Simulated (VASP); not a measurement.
# Au (C2/m) in VASP: single point with PBEsol

Aim: the single point of Au with PBEsol.

Program: VASP 6.6.1. These are calculated values, not measurements. Logs are shortened: lines on timing, memory, paths and dates and some standing lists are left out, and cuts for length are marked.

## Step 1: The cell of the first run

The typed cell holds 2 atoms: a = 4.001 Å, b = 4.001 Å, c = 2.911 Å, α = 90.00°, β = 133.52°, γ = 90.00°.

## Step 2: Single point, PBEsol

INCAR reads:

```
SYSTEM = Au
  PREC = Accurate
  ENCUT = 520
  EDIFF = 1E-7
  ISMEAR = 0
  SIGMA = 0.1
  LREAL = .False.
  LASPH = .True.
  NELM = 80
  ALGO = Fast
  ISIF = 2
  LWAVE = .False.
  LCHARG = .False.
  GGA = PS
  NBANDS = 18
```

KPOINTS reads:

```
regular mesh
0
Gamma
  9 9 16
  0 0 0
```

POSCAR reads:

```
Au
1.0
    4.0010029893      0.0000000000     -0.0036475019
    0.0000000000      4.0010046519      0.0000000000
   -2.0024093767      0.0000000000      2.1123664325
Au
2
Direct
    0.0000000000      0.0000000000      0.0000000000
    0.5000000000      0.5000000000      0.0000000000
```

Potentials or basis: VASP PAW PBE potentials, release 64 (Au).

On the command line:

```
> cat potpaw_PBE.64/Au/POTCAR > POTCAR
> mpirun -np 1 vasp_std > vasp.out
```

OUTCAR:

```text
SYSTEM = Au
   PREC = Accurate
   ENCUT = 520
   EDIFF = 1E-7
   ISMEAR = 0
   LREAL = .False.
   LASPH = .True.
   NELM = 80
   ISIF = 2
   GGA = PS

 ion  position               nearest neighbor table
   1  0.000  0.000  0.000-   2 2.83   2 2.83   2 2.83   2 2.83   2 2.91   2 2.91   2 2.91   2 2.91

   2  0.500  0.500  0.000-   1 2.83   1 2.83   1 2.83   1 2.83   1 2.91   1 2.91   1 2.91   1 2.91

  LATTYP: Found a simple monoclinic cell.
 ALAT       =     2.9053522947
 B/A-ratio  =     1.3771151468
 C/A-ratio  =     1.0018146690
 COS(beta)  =    -0.0534961739

  Lattice vectors:

 A1 = (   1.9985936126,   0.0000000000,   2.1087189306)
 A2 = (   0.0000000000,  -4.0010046519,   0.0000000000)
 A3 = (   2.0024093767,   0.0000000000,  -2.1123664325)

Analysis of symmetry for initial positions (statically):
=====================================================================
 Subroutine PRICEL returns following result:

  LATTYP: Found a base centered monoclinic cell.
 ALAT       =     4.0010046519
 B/A-ratio  =     1.0000000000
 C/A-ratio  =     0.7261556903
 COS(beta)  =    -0.6872386455

  Lattice vectors:

 A1 = (  -2.0005014946,   2.0005023259,   0.0018237509)
 A2 = (  -2.0005014946,  -2.0005023259,   0.0018237509)
 A3 = (   1.9985936126,   0.0000000000,   2.1087189306)

   2 primitive cells build up your supercell.

 Routine SETGRP: Setting up the symmetry group for a
 simple monoclinic supercell.

 Subroutine GETGRP returns: Found  4 space group operations
 (whereof  4 operations were pure point group operations)
 out of a pool of  4 trial point group operations.

The static configuration has the point symmetry C_2h.

Analysis of symmetry for dynamics (positions and initial velocities):
=====================================================================
 Subroutine PRICEL returns following result:

  LATTYP: Found a base centered monoclinic cell.
 ALAT       =     4.0010046519
 B/A-ratio  =     1.0000000000
 C/A-ratio  =     0.7261556903
 COS(beta)  =    -0.6872386455

  Lattice vectors:

 A1 = (  -2.0005014946,   2.0005023259,   0.0018237509)
 A2 = (  -2.0005014946,  -2.0005023259,   0.0018237509)
 A3 = (   1.9985936126,   0.0000000000,   2.1087189306)

   2 primitive cells build up your supercell.

 Routine SETGRP: Setting up the symmetry group for a
 simple monoclinic supercell.

 Subroutine GETGRP returns: Found  4 space group operations
 (whereof  4 operations were pure point group operations)
 out of a pool of  4 trial point group operations.

The dynamic configuration has the point symmetry C_2h.

 Subroutine INISYM returns: Found  4 space group operations
 (whereof  4 operations are pure point group operations),
 and found     2 'primitive' translations

----------------------------------------------------------------------------------------

                                     Primitive cell

  volume of cell :      16.8928

  direct lattice vectors                    reciprocal lattice vectors
    -2.000501495  2.000502326  0.001823751    -0.249721560  0.249937225  0.236680151
    -2.000501495 -2.000502326  0.001823751    -0.249721560 -0.249937225  0.236680151
     1.998593613  0.000000000  2.108718931     0.000431949  0.000000000  0.473812178

  length of vectors
     2.829137521  2.829137521  2.905352295     0.425261059  0.425261059  0.473812375

  position of ions in fractional coordinates (direct lattice)
     0.000000000  0.000000000  0.000000000

  ion indices of the primitive-cell ions
   primitive index   ion index
                 1           1

----------------------------------------------------------------------------------------

 KPOINTS: regular mesh

Automatic generation of k-mesh.
 Grid dimensions read from file:
 generate k-points for:    9    9   16

 Generating k-lattice:

  Cartesian coordinates                     Fractional coordinates (reciprocal lattice)
     0.027794834  0.000000000  0.026348003     0.111111111  0.000000000  0.000000000
     0.000000000  0.027770803  0.000000000     0.000000000  0.111111111  0.000000000
     0.000026997  0.000000000  0.029613261     0.000000000  0.000000000  0.062500000

  Length of vectors
     0.038298434  0.027770803  0.029613273

  Shift w.r.t. Gamma in fractional coordinates (k-lattice)
     0.000000000  0.000000000  0.000000000

 Subroutine IBZKPT returns following result:
 ===========================================

 Found    365 irreducible k-points:

 Following reciprocal coordinates:
            Coordinates               Weight
  0.000000  0.000000  0.000000      1.000000
  0.111111  0.000000 -0.000000      2.000000
  0.222222  0.000000  0.000000      2.000000
  0.333333  0.000000  0.000000      2.000000
  0.444444  0.000000  0.000000      2.000000
  0.000000  0.111111  0.000000      2.000000
[... 16 lines left out ...]
  0.222222  0.444444  0.000000      4.000000
  0.333333  0.444444  0.000000      4.000000
 [... further k-points ...]
   k-points           NKPTS =    365   k-points in BZ     NKDIM =    365   number of bands    NBANDS=     18
   number of dos      NEDOS =    301   number of ions     NIONS =      2
   total plane-waves  NPLWV =  21600
   dimension x,y,z NGX =    30 NGY =   30 NGZ =   24
   dimension x,y,z NGXF=    60 NGYF=   60 NGZF=   48
   ions per type =               2
   NGX,Y,Z   is equivalent  to a cutoff of  12.47, 12.47, 13.71 a.u.
   NGXF,Y,Z  is equivalent  to a cutoff of  24.93, 24.93, 27.42 a.u.
 SYSTEM =  Au
   PREC   = accura    normal or accurate (medium, high low for compatibility)
   ISTART =      0    job   : 0-new  1-cont  2-samecut
   ICHARG =      2    charge: 1-file 2-atom 10-const
   ISPIN  =      1    spin polarized calculation?
   LNONCOLLINEAR =      F non collinear calculations
   LSORBIT =      F    spin-orbit coupling
   LASPH  =      T    aspherical Exc in radial PAW
   ENCUT  =  520.0 eV  38.22 Ry    6.18 a.u.   7.44  7.44  5.41*2*pi/ulx,y,z
   NELM   =     80;   NELMIN=  2; NELMDL= -5     # of ELM steps
   EDIFF  = 0.1E-06   stopping-criterion for ELM
   LREAL  =      F    real-space projection
   EDIFFG = 0.1E-05   stopping-criterion for IOM
   NSW    =      0    number of steps for IOM
   IBRION =     -1    ionic relax: 0-MD 1-quasi-New 2-CG
   NFREE  =      0    steps in history (QN), initial steepest desc. (CG)
   ISIF   =      2    stress and relaxation
   ISYM   =      2    0-nonsym 1-usesym 2-fastsym
   POTIM  = 0.5000    time-step for ionic-motion
   TEBEG  =    0.0;   TEEND  =   0.0 temperature during run
   PSTRESS=    0.0 pullay stress
   NELECT =      22.0000    total number of electrons
   NUPDOWN=      -1.0000    fix difference up-down
   EMIN   =  10.00;   EMAX   =-10.00  energy-range for DOS
   EFERMI =   0.00;   METHOD = LEGACY
   ISMEAR =     0;   SIGMA  =   0.10  broadening in eV -4-tet -1-fermi 0-gaus
   EFERMI_NEDOS =   21; number of points for ismear=-14 and -15
   IALGO  =     68    algorithm
   IMIX   =      4    mixing-type and parameters
     AMIX     =   0.40;   BMIX     =  1.00
     AMIX_MAG =   1.60;   BMIX_MAG =  1.00
  volume/ion in A,a.u.               =      16.89       114.00
  Fermi-wavevector in a.u.,A,eV,Ry     =   1.418965  2.681456 27.394826  2.013463
  Thomas-Fermi vector in A             =   2.540036
   LORBIT       =      0    0 simple, 1 ext, 2 COOP (PROOUT), +10 PAW based schemes
   GGA     = PS    functional components
   LHFCALC =     F    Hartree Fock is set to
   AEXX    =    0.0000 exact exchange contribution
   IVDW    =     0    specifies the selected vdW correction
   LEPSILON=     F    determine dielectric tensor
   LRPA    =     F    only Hartree local field effects (RPA)
 non-spin polarized calculation
 RMM-DIIS sequential band-by-band and
 Gauss-broadening in eV      SIGMA  =   0.10
  energy-cutoff  :      520.00
  volume of cell :       33.79
 maximum number of plane-waves:       934
 NGX is ok and might be reduce to    30
   NGX = 15   NGY = 15   NGZ = 11

 number of electron      22.0000001 magnetization

 Free energy of the ion-electron system (eV)
  ---------------------------------------------------
  ext. energy  EPLUGINS =         0.00000000
  ---------------------------------------------------
  free energy    TOTEN  =        -7.84383875 eV

  energy without entropy =       -7.84049863  energy(sigma->0) =       -7.84216869

 E-fermi :   9.4212     XC(G=0): -12.9372

 val. band max:        9.4192700139   @ k =   0.2222   0.4444   0.1875
 cond. band min:       9.4387113405   @ k =   0.2222   0.1111   0.3125
 fundamental gap:      0.0194413265
 Fermi energy:         9.4211813181

 k-point     1 :       0.0000    0.0000    0.0000
  band No.  band energies     occupation
      1      -0.5888      2.00000
      2       2.2925      2.00000
      3       2.6194      2.00000
      4       4.3670      2.00000
      5       4.8716      2.00000
      6       4.8737      2.00000
[... 10 lines left out ...]
     17      26.4715      0.00000
     18      27.3506      0.00000

 k-point     2 :       0.1111    0.0000   -0.0000
  band No.  band energies     occupation
      1      -0.3050      2.00000
      2       2.4643      2.00000
      3       2.7856      2.00000
      4       4.3645      2.00000
      5       4.8687      2.00000
      6       4.9840      2.00000
[... 10 lines left out ...]
     17      26.4738      0.00000
     18      27.1831      0.00000

 k-point     3 :       0.2222    0.0000    0.0000
  band No.  band energies     occupation
      1       0.4973      2.00000
      2       2.8217      2.00000
      3       3.3174      2.00000
      4       4.2574      2.00000
      5       5.0192      2.00000
      6       5.1370      2.00000
[... 10 lines left out ...]
     17      24.7846      0.00000
     18      27.0425      0.00000

 k-point     4 :       0.3333    0.0000    0.0000
  band No.  band energies     occupation
      1       1.6547      2.00000
      2       3.2296      2.00000
      3       3.9456      2.00000
      4       4.1056      2.00000
      5       4.9693      2.00000
      6       5.0023      2.00000
[... 10 lines left out ...]
     17      23.6045      0.00000
     18      26.3716      0.00000

 k-point     5 :       0.4444    0.0000    0.0000
  band No.  band energies     occupation
      1       2.8295      2.00000
      2       3.4357      2.00000
      3       4.1040      2.00000
      4       4.3086      2.00000
      5       4.3736      2.00000
      6       4.6622      2.00000
[... 10 lines left out ...]
     17      25.2485      0.00000
     18      25.8443      0.00000

 k-point     6 :       0.0000    0.1111    0.0000
  band No.  band energies     occupation
      1      -0.4379      2.00000
      2       2.3467      2.00000
      3       2.6762      2.00000
      4       4.4423      2.00000
      5       4.7906      2.00000
      6       4.9273      2.00000
[... 10 lines left out ...]
     17      26.3498      0.00000
     18      27.3250      0.00000

 k-point     7 :       0.1111    0.1111   -0.0000
  band No.  band energies     occupation
      1      -0.1607      2.00000
      2       2.5189      2.00000
      3       2.8404      2.00000
      4       4.4147      2.00000
      5       4.8255      2.00000
      6       5.0121      2.00000
[... 10 lines left out ...]
     17      25.7782      0.00000
     18      27.0650      0.00000

 k-point     8 :       0.2222    0.1111    0.0000
  band No.  band energies     occupation
      1       0.6111      2.00000
      2       2.8524      2.00000
      3       3.3778      2.00000
      4       4.3130      2.00000
      5       4.9144      2.00000
      6       5.1875      2.00000
[... 10 lines left out ...]
     17      25.1353      0.00000
     18      26.8698      0.00000
[... 229 lines left out ...]
     17      24.1590      0.00000
     18      25.4953      0.00000

 k-point    20 :       0.4444    0.3333    0.0000
  band No.  band energies     occupation
      1       2.0853      2.00000
      2       2.3345      2.00000
      3       4.4813      2.00000
      4       4.5192      2.00000
      5       4.8673      2.00000
      6       4.9404      2.00000
[... 10 lines left out ...]
     17      24.8545      0.00000
     18      26.2429      0.00000

 k-point    21 :       0.0000    0.4444    0.0000
  band No.  band energies     occupation
      1       1.5452      2.00000
      2       2.2735      2.00000
      3       3.4477      2.00000
      4       3.8333      2.00000
      5       5.5025      2.00000
      6       5.5232      2.00000
[... 10 lines left out ...]
     17      25.2798      0.00000
     18      25.4820      0.00000

 k-point    22 :       0.1111    0.4444   -0.0000
  band No.  band energies     occupation
      1       1.7293      2.00000
      2       2.4397      2.00000
      3       3.5656      2.00000
      4       3.9088      2.00000
      5       5.0848      2.00000
      6       5.1120      2.00000
[... 10 lines left out ...]
     17      25.1930      0.00000
     18      25.7988      0.00000

 k-point    23 :       0.2222    0.4444    0.0000
  band No.  band energies     occupation
      1       2.0154      2.00000
      2       2.5395      2.00000
      3       4.2061      2.00000
      4       4.4075      2.00000
      5       4.7313      2.00000
      6       4.8229      2.00000
[... 10 lines left out ...]
     17      24.8545      0.00000
     18      26.1033      0.00000

 k-point    24 :       0.3333    0.4444    0.0000
  band No.  band energies     occupation
      1       2.0497      2.00000
      2       2.3238      2.00000
      3       4.5634      2.00000
      4       4.5952      2.00000
      5       4.9253      2.00000
      6       4.9840      2.00000
[... 10 lines left out ...]
     17      25.3176      0.00000
     18      26.5759      0.00000

 [... further k-points ...]
[... 5 lines left out ...]
  --------------------------------------------------------------------------------------
  -------------------------------------------------------------------------------------
  Total        0.3917171      0.3070968     -0.0780402      0.0000000      0.0000000     -0.0079991
  in kB       18.5759677     14.5631124     -3.7008160      0.0000000      0.0000000     -0.3793323
  external PRESSURE =       9.8127547 kB  Pullay stress =       0.0000000 kB

 VOLUME and BASIS-vectors are now :
 -----------------------------------------------------------------------------
  energy-cutoff  :      520.00
  volume of cell :       33.79
      direct lattice vectors                 reciprocal lattice vectors
     4.001002989  0.000000000 -0.003647502     0.250153510  0.000000000  0.237132027
     0.000000000  4.001004652  0.000000000     0.000000000  0.249937225  0.000000000
    -2.002409377  0.000000000  2.112366433     0.000431949  0.000000000  0.473812178

 POSITION                                       TOTAL-FORCE (eV/Angst)
 -----------------------------------------------------------------------------------
      0.00000      0.00000      0.00000        -0.000000      0.000000     -0.000000
      2.00050      2.00050     -0.00182         0.000000     -0.000000      0.000000
 -----------------------------------------------------------------------------------
    total drift:                                0.000000      0.000000     -0.000000

  FREE ENERGIE OF THE ION-ELECTRON SYSTEM (eV)
  ---------------------------------------------------
  free  energy   TOTEN  =        -7.8438387480 eV

  energy  without entropy=       -7.8404986283  energy(sigma->0) =       -7.84216869
```

Wall time 3.5 min (1 thread of AMD EPYC 7R43 (Zen 3), shared host); peak memory 0.26 GiB.

What came out:

```
Free energy            : -7.8438 eV
Pressure               : 1.0 GPa
Band gap on the k mesh : zero (band 11 reaches 13.80 eV, above the bottom of band 12 at 6.82 eV)
```

Stress tensor (GPa, compression positive):
```
 1.86  0.00 -0.04
 0.00  1.46  0.00
-0.04  0.00 -0.37
```

Caveat: the PAW data sets were made with another functional, which shifts forces and pressure a little; spin-orbit coupling is left out, which moves the levels of the heavy elements.
